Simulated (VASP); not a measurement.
# Ni (Fm-3m) in VASP: further runs

Ni is run at these levels: PBE; tasks: single point.

All numbers are computed with VASP 6.6.1; they aren't measurements. Logs are shortened: lines on timing, memory, paths and dates and some standing lists are left out, and cuts for length are marked.

### 1 The cell of the first run

The structure is cubic, space group Fm-3m (No. 225). The conventional cell has a = 3.536 Å, b = 3.536 Å, c = 3.536 Å, α = 90.00°, β = 90.00°, γ = 90.00°. Within 3.3 Å of Ni (site symmetry m-3m) lie 12 Ni at 2.50 Å.

### 2 Single point, PBE, collinear spin, ferromagnetic start

File INCAR:

```
SYSTEM = Ni
PREC = Accurate
ENCUT = 520
EDIFF = 1E-6
ISMEAR = -1
SIGMA = 0.05
LREAL = .FALSE.
LASPH = .TRUE.
NELM = 150
ALGO = Normal
ISIF = 2
LWAVE = .FALSE.
LCHARG = .TRUE.
ISPIN = 2
MAGMOM = 1.5
LORBIT = 11
LMAXMIX = 4
GGA = PE
LELF = .TRUE.
LVHAR = .TRUE.
NBANDS = 15
```

File KPOINTS:

```
regular mesh
0
G
  20 20 20
  0 0 0
```

File POSCAR:

```
Ni
1.0
    0.0000000000      1.7679500000      1.7679500000
    1.7679500000      0.0000000000      1.7679500000
    1.7679500000      1.7679500000      0.0000000000
Ni
1
Direct
    0.0000000000      0.0000000000      0.0000000000
```

Potentials or basis: VASP PAW PBE potentials, release 64 (Ni).

The run is started by

```bash
> cat potpaw_PBE.64/Ni/POTCAR > POTCAR
> mpirun -np 1 vasp_std > vasp.out
```

OUTCAR:

```text
SYSTEM = Ni
   PREC = Accurate
   ENCUT = 520
   EDIFF = 1E-6
   ISMEAR = -1
   LREAL = .FALSE.
   LASPH = .TRUE.
   NELM = 150
   ISIF = 2
   ISPIN = 2
   LORBIT = 11
   GGA = PE

 ion  position               nearest neighbor table
   1  0.000  0.000  0.000-

  LATTYP: Found a face centered cubic cell.
 ALAT       =     3.5359000000

  Lattice vectors:

 A1 = (   0.0000000000,   1.7679500000,   1.7679500000)
 A2 = (   1.7679500000,   0.0000000000,   1.7679500000)
 A3 = (   1.7679500000,   1.7679500000,   0.0000000000)

Analysis of symmetry for initial positions (statically):
=====================================================================
 Subroutine PRICEL returns:
 Original cell was already a primitive cell.

 Routine SETGRP: Setting up the symmetry group for a
 face centered cubic supercell.

 Subroutine GETGRP returns: Found 48 space group operations
 (whereof 48 operations were pure point group operations)
 out of a pool of 48 trial point group operations.

The static configuration has the point symmetry O_h .

Analysis of symmetry for dynamics (positions and initial velocities):
=====================================================================
 Subroutine PRICEL returns:
 Original cell was already a primitive cell.

 Routine SETGRP: Setting up the symmetry group for a
 face centered cubic supercell.

 Subroutine GETGRP returns: Found 48 space group operations
 (whereof 48 operations were pure point group operations)
 out of a pool of 48 trial point group operations.

The dynamic configuration has the point symmetry O_h .

Analysis of structural, dynamic, and magnetic symmetry:
=====================================================================
 Subroutine PRICEL returns:
 Original cell was already a primitive cell.

 Routine SETGRP: Setting up the symmetry group for a
 face centered cubic supercell.

 Subroutine GETGRP returns: Found 48 space group operations
 (whereof 48 operations were pure point group operations)
 out of a pool of 48 trial point group operations.

The overall configuration has the point symmetry O_h .

 Subroutine INISYM returns: Found 48 space group operations
 (whereof 48 operations are pure point group operations),
 and found     1 'primitive' translations

----------------------------------------------------------------------------------------

                                     Primitive cell

  volume of cell :      11.0520

  direct lattice vectors                    reciprocal lattice vectors
     0.000000000  1.767950000  1.767950000    -0.282813428  0.282813428  0.282813428
     1.767950000  0.000000000  1.767950000     0.282813428 -0.282813428  0.282813428
     1.767950000  1.767950000  0.000000000     0.282813428  0.282813428 -0.282813428

  length of vectors
     2.500258868  2.500258868  2.500258868     0.489847226  0.489847226  0.489847226

  position of ions in fractional coordinates (direct lattice)
     0.000000000  0.000000000  0.000000000

  ion indices of the primitive-cell ions
   primitive index   ion index
                 1           1

----------------------------------------------------------------------------------------

 KPOINTS: regular mesh

Automatic generation of k-mesh.
 Grid dimensions read from file:
 generate k-points for:   20   20   20

 Generating k-lattice:

  Cartesian coordinates                     Fractional coordinates (reciprocal lattice)
    -0.014140671  0.014140671  0.014140671     0.050000000  0.000000000  0.000000000
     0.014140671 -0.014140671  0.014140671     0.000000000  0.050000000  0.000000000
     0.014140671  0.014140671 -0.014140671     0.000000000  0.000000000  0.050000000

  Length of vectors
     0.024492361  0.024492361  0.024492361

  Shift w.r.t. Gamma in fractional coordinates (k-lattice)
     0.000000000  0.000000000  0.000000000

 Subroutine IBZKPT returns following result:
 ===========================================

 Found    256 irreducible k-points:

 Following reciprocal coordinates:
            Coordinates               Weight
  0.000000  0.000000  0.000000      1.000000
  0.050000  0.000000  0.000000      8.000000
  0.100000  0.000000  0.000000      8.000000
  0.150000  0.000000  0.000000      8.000000
  0.200000  0.000000  0.000000      8.000000
  0.250000  0.000000  0.000000      8.000000
[... 16 lines left out ...]
 -0.400000  0.050000  0.000000     24.000000
 -0.350000  0.050000  0.000000     24.000000
 [... further k-points ...]
   k-points           NKPTS =    256   k-points in BZ     NKDIM =    256   number of bands    NBANDS=     15
   number of dos      NEDOS =    301   number of ions     NIONS =      1
   total plane-waves  NPLWV =   8000
   dimension x,y,z NGX =    20 NGY =   20 NGZ =   20
   dimension x,y,z NGXF=    40 NGYF=   40 NGZF=   40
   ions per type =               1
   NGX,Y,Z   is equivalent  to a cutoff of  13.30, 13.30, 13.30 a.u.
   NGXF,Y,Z  is equivalent  to a cutoff of  26.60, 26.60, 26.60 a.u.
 SYSTEM =  Ni
   PREC   = accura    normal or accurate (medium, high low for compatibility)
   ISTART =      0    job   : 0-new  1-cont  2-samecut
   ICHARG =      2    charge: 1-file 2-atom 10-const
   ISPIN  =      2    spin polarized calculation?
   LNONCOLLINEAR =      F non collinear calculations
   LSORBIT =      F    spin-orbit coupling
   LASPH  =      T    aspherical Exc in radial PAW
   ENCUT  =  520.0 eV  38.22 Ry    6.18 a.u.   4.65  4.65  4.65*2*pi/ulx,y,z
   NELM   =    150;   NELMIN=  2; NELMDL= -5     # of ELM steps
   EDIFF  = 0.1E-05   stopping-criterion for ELM
   LREAL  =      F    real-space projection
   EDIFFG = 0.1E-04   stopping-criterion for IOM
   NSW    =      0    number of steps for IOM
   IBRION =     -1    ionic relax: 0-MD 1-quasi-New 2-CG
   NFREE  =      0    steps in history (QN), initial steepest desc. (CG)
   ISIF   =      2    stress and relaxation
   ISYM   =      2    0-nonsym 1-usesym 2-fastsym
   POTIM  = 0.5000    time-step for ionic-motion
   TEBEG  =    0.0;   TEEND  =   0.0 temperature during run
   PSTRESS=    0.0 pullay stress
   NELECT =      10.0000    total number of electrons
   NUPDOWN=      -1.0000    fix difference up-down
   EMIN   =  10.00;   EMAX   =-10.00  energy-range for DOS
   EFERMI =   0.00;   METHOD = LEGACY
   ISMEAR =    -1;   SIGMA  =   0.05  broadening in eV -4-tet -1-fermi 0-gaus
   EFERMI_NEDOS =   21; number of points for ismear=-14 and -15
   IALGO  =     38    algorithm
   IMIX   =      4    mixing-type and parameters
     AMIX     =   0.40;   BMIX     =  1.00
     AMIX_MAG =   1.60;   BMIX_MAG =  1.00
  volume/ion in A,a.u.               =      11.05        74.58
  Fermi-wavevector in a.u.,A,eV,Ry     =   1.583415  2.992221 34.112584  2.507204
  Thomas-Fermi vector in A             =   2.683189
   LORBIT       =     11    0 simple, 1 ext, 2 COOP (PROOUT), +10 PAW based schemes
   GGA     = PE    functional components
   LHFCALC =     F    Hartree Fock is set to
   AEXX    =    0.0000 exact exchange contribution
   IVDW    =     0    specifies the selected vdW correction
   LEPSILON=     F    determine dielectric tensor
   LRPA    =     F    only Hartree local field effects (RPA)
 spin polarized calculation
  energy-cutoff  :      520.00
  volume of cell :       11.05
 maximum number of plane-waves:       307
   NGX =  9   NGY =  9   NGZ =  9

 number of electron      10.0000010 magnetization       0.6299395

 Free energy of the ion-electron system (eV)
  ---------------------------------------------------
  ext. energy  EPLUGINS =         0.00000000
  ---------------------------------------------------
  free energy    TOTEN  =        -5.47647052 eV

  energy without entropy =       -5.46209369  energy(sigma->0) =       -5.46928210

 E-fermi :   9.1557     XC(G=0): -13.1632

 val. band max:        9.1542547583   @ k =   0.5000   0.3000   0.1000
 cond. band min:       9.1556806944   @ k =   0.3500   0.2500   0.0500
 fundamental gap:      0.0014259361
 Fermi energy:         9.1556776902

 spin component 1

 k-point     1 :       0.0000    0.0000    0.0000
  band No.  band energies     occupation
      1       0.2552      1.00000
      2       6.7578      1.00000
      3       6.7578      1.00000
      4       6.7578      1.00000
      5       7.9098      1.00000
      6       7.9098      1.00000
      7      32.7471      0.00000
      8      36.4845      0.00000
      9      36.4845      0.00000
     10      36.4845      0.00000
     11      39.3726      0.00000
     12      39.3726      0.00000
     13      39.3726      0.00000
     14      42.3749      0.00000
     15      48.4959      0.00000
[... 397 lines left out ...]
 k-point    24 :      -0.3500    0.0500    0.0000
  band No.  band energies     occupation
      1       4.0550      1.00000
      2       6.8449      1.00000
      3       6.8985      1.00000
      4       7.0207      1.00000
      5       8.2315      1.00000
      6       8.5744      0.99999
      7      18.1730      0.00000
      8      30.6655      0.00000
      9      32.9922      0.00000
     10      34.7795      0.00000
     11      36.7900      0.00000
     12      38.6090      0.00000
     13      42.7607      0.00000
     14      49.3808      0.00000
     15      50.9969      0.00000

 [... further k-points ...]

 spin component 2

 k-point     1 :       0.0000    0.0000    0.0000
  band No.  band energies     occupation
      1       0.2182      1.00000
      2       7.5161      1.00000
      3       7.5161      1.00000
      4       7.5161      1.00000
      5       8.4992      1.00000
      6       8.4992      1.00000
      7      32.5797      0.00000
      8      36.4663      0.00000
      9      36.4663      0.00000
     10      36.4663      0.00000
     11      39.4712      0.00000
     12      39.4712      0.00000
     13      39.4712      0.00000
     14      42.2486      0.00000
     15      48.6881      0.00000
[... 397 lines left out ...]
 k-point    24 :      -0.3500    0.0500    0.0000
  band No.  band energies     occupation
      1       4.2677      1.00000
      2       7.3861      1.00000
      3       7.4938      1.00000
      4       7.5344      1.00000
      5       8.9649      0.97847
      6       9.2710      0.09054
      7      18.4140      0.00000
      8      30.6350      0.00000
      9      32.9849      0.00000
     10      34.8829      0.00000
     11      36.8165      0.00000
     12      38.6268      0.00000
     13      42.8212      0.00000
     14      49.4511      0.00000
     15      51.1856      0.00000

 [... further k-points ...]
[... 5 lines left out ...]
  --------------------------------------------------------------------------------------
  -------------------------------------------------------------------------------------
  Total       -0.1919135     -0.1919135     -0.1919135      0.0000000      0.0000000     -0.0000000
  in kB      -27.8212270    -27.8212270    -27.8212270      0.0000000      0.0000000     -0.0000000
  external PRESSURE =     -27.8212270 kB  Pullay stress =       0.0000000 kB

 VOLUME and BASIS-vectors are now :
 -----------------------------------------------------------------------------
  energy-cutoff  :      520.00
  volume of cell :       11.05
      direct lattice vectors                 reciprocal lattice vectors
     0.000000000  1.767950000  1.767950000    -0.282813428  0.282813428  0.282813428
     1.767950000  0.000000000  1.767950000     0.282813428 -0.282813428  0.282813428
     1.767950000  1.767950000  0.000000000     0.282813428  0.282813428 -0.282813428

 POSITION                                       TOTAL-FORCE (eV/Angst)
 -----------------------------------------------------------------------------------
      0.00000      0.00000      0.00000         0.000000     -0.000000      0.000000
 -----------------------------------------------------------------------------------
    total drift:                                0.000000      0.000000      0.000000

  FREE ENERGIE OF THE ION-ELECTRON SYSTEM (eV)
  ---------------------------------------------------
  free  energy   TOTEN  =        -5.4764705153 eV

  energy  without entropy=       -5.4620936926  energy(sigma->0) =       -5.46928210

 total charge

# of ion       s       p       d       tot
------------------------------------------
    1        0.491   0.484   8.307   9.282

 magnetization (x)

# of ion       s       p       d       tot
------------------------------------------
    1       -0.007  -0.025   0.675   0.643
```

It took 36 s on 1 thread of Intel Xeon 6975P-C (Granite Rapids), shared host; peak memory 0.18 GiB.

What came out:

```
Free energy                                           : -5.4765 eV
Pressure                                              : -2.8 GPa
Net moment                                            : 0.63 μB per cell
Site moments                                          : Ni +0.64 μB
Valence electrons inside the program's atomic spheres : Ni 9.28
```

Levels at points of the mesh, in eV from the Fermi level:
Spin up:
```
           k point  band 2  band 3  band 4  band 5  band 6  band 7  band 8  band 9
(0.00, 0.00, 0.00)   -2.40   -2.40   -2.40   -1.25   -1.25   23.59   27.33   27.33
(0.50, 0.00, 0.00)   -2.38   -2.38   -0.61   -0.61   -0.26    5.55   22.09   24.40
(0.50, 0.50, 0.00)   -4.12   -0.55   -0.49   -0.49    2.44    9.08   14.68   14.68
```
Spin down:
```
           k point  band 1  band 2  band 3  band 4  band 5  band 6  band 7  band 8  band 9  band 10
(0.00, 0.00, 0.00)   -8.94   -1.64   -1.64   -1.64   -0.66   -0.66   23.42   27.31   27.31    27.31
(0.50, 0.00, 0.00)   -4.32   -1.76   -1.76   -0.33    0.15    0.15    5.97   21.94   24.49    24.49
(0.50, 0.50, 0.00)   -4.21   -3.50    0.06    0.38    0.38    2.40    9.32   14.69   14.69    19.69
```

(Part 1 of 2 ends here.)
